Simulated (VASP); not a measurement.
Write the native input for VASP 6.6.1 that does the following.

```yaml
Task: single point
Functional: LDA
Potentials_or_basis: VASP PAW LDA potentials, release 64 (Ru_pv)
Cutoff: 520 eV
k_mesh: 14 × 14 × 14
Occupations: fermi-dirac, width 0.1 eV
Spin: no spin polarisation
Dipole_correction: no
Further_INCAR_settings: ALGO = Normal; EDIFF = 1e-06; NBANDS = 13
```

The structure of Ru lies in POSCAR:

```
Ru
1.0
    2.4966413671      0.0000000000      0.0000000000
    0.0000000000      2.4966413671      0.0000000000
    0.0000000000      0.0000000000      2.4966413671
Ru
1
Direct
    0.0000000000      0.0000000000      0.0000000000
```

This cell differs from its parent crystal: volume scaled by 1.04.

The input as run:

INCAR

```
PREC     = Accurate       # precision mode
ENCUT    = 520            # plane-wave cutoff, eV
EDIFF    = 1E-6           # SCF threshold, eV
ISMEAR   = -1             # smearing method
SIGMA    = 0.1            # smearing width, eV
LREAL    = False          # projectors in reciprocal space
LASPH    = True           # aspherical terms in the spheres
NELM     = 60             # most SCF steps
ALGO     = Normal         # electronic algorithm
ISIF     = 2              # what is computed and relaxed
LWAVE    = False          # write WAVECAR
LCHARG   = False          # write CHGCAR
GGA      = CA             # functional
NBANDS   = 13             # bands
```

KPOINTS

```
regular mesh
0
Gamma
  14 14 14
```

Potentials or basis: VASP PAW LDA potentials, release 64 (Ru_pv).

Launch:

```sh
$ cat potpaw_LDA.64/Ru_pv/POTCAR > POTCAR
$ mpirun -np 1 vasp_std > vasp.out
```

It gave:

| Item | Value |
| --- | --- |
| Pressure | -8.5 GPa |
| Band gap on the k mesh | zero (band 7 reaches 14.43 eV, above the bottom of band 8 at 9.82 eV) |

Wall time 22 s on 1 thread of Intel Xeon 8259CL, with other jobs on the host, peak memory 0.13 GiB.
